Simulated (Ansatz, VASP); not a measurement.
**Two plane-wave programs on Li4GaGe2**

INCAR

```
SYSTEM = Li4GaGe2
  ALGO = Normal
  EDIFF = 1E-7
  ENCUT = 520
  GGA = PE
  ISIF = 2
  ISMEAR = 0
  LASPH = .True.
  LCHARG = .False.
  LREAL = .False.
  LWAVE = .False.
  NBANDS = 36
  NELM = 100
  PREC = Accurate
  SIGMA = 0.2982
```

Contents of KPOINTS:

```
k-points
0
Gamma
  5 5 5
  0 0 0
```

POSCAR

```
Li4GaGe2
1.0
    4.6792210000      0.0000000000      0.0000000000
   -2.3396110000      4.0523320000      0.0000000000
   -2.3396110000      1.3507770000      6.4062940000
Ge Ga Li
2 1 4
Direct
    0.4069500000      0.5930500000      0.2208500000
    0.2664500000      0.7335500000      0.7993500000
    0.1244000000      0.8756000000      0.3732000000
    0.8360000000      0.1640000000      0.5080000000
    0.7006000000      0.2994000000      0.1018000000
    0.9967000000      0.0033000000      0.9901000000
    0.5410000000      0.4590000000      0.6230000000
```

Input for Ansatz:

```yaml
crystal:
  lattice:
    - [4.679221, 0.0, 0.0]
    - [-2.339611, 4.052332, 0.0]
    - [-2.339611, 1.350777, 6.406294]
  atoms:
    - { symbol: Ge, position: [0.40695, 0.59305, 0.22085] }
    - { symbol: Ge, position: [0.26645, 0.73355, 0.79935] }
    - { symbol: Ga, position: [0.1244, 0.8756, 0.3732] }
    - { symbol: Li, position: [0.836, 0.164, 0.508] }
    - { symbol: Li, position: [0.7006, 0.2994, 0.1018] }
    - { symbol: Li, position: [0.9967, 0.0033, 0.9901] }
    - { symbol: Li, position: [0.541, 0.459, 0.623] }
  symmetry: { tolerance: 0.0003 }
kpoints:
  mp_grid: { grid: [5, 5, 5], shift: [0, 0, 0] }
magnetization:
  spin_polarized: false
scf:
  occupations: { method: gaussian, width: 0.2982 }
hamiltonian:
  pseudopotentials: { kind: paw }
  xc: pbe
basis:
  ecutwfc: "51.4 Ry"
output:
  forces: true
  stress: true
  eigenvalues: true
```

Alike in both runs: task single point; functional PBE; k mesh 5 × 5 × 5; occupations gaussian, width 0.2982 eV; no spin polarisation.

|  | VASP | Ansatz |
| --- | --- | --- |
| version | VASP 6.6.1 | Ansatz 0.2.0 |
| potentials or method | VASP PAW PBE potentials, release 64 (Ge_d, Ga_d, Li_sv), cutoff 520 eV | PAW plane waves |
| valence electrons in the cell | 53 | 53 |

Ansatz gave:

```
gap on the k mesh at the Fermi level (eV) : none
rms of the force components (eV/Å)        : 0.331
```

Q: What did VASP give for the same quantities?

A: gap on the k mesh at the Fermi level (eV): none; rms of the force components (eV/Å): 0.333.

Atom by atom the forces differ by 0.002 eV/Å (rms over components). A gap of «none» marks a metal or a gap that the smearing closes. The functional is the same, so the differences come from potentials, cutoffs and numerics. Ansatz's warnings: structure snapped to symmetry.

Noted on VASP's run: the cutoff is under 1.25 times that of the potentials, so the pressure is a little rough.
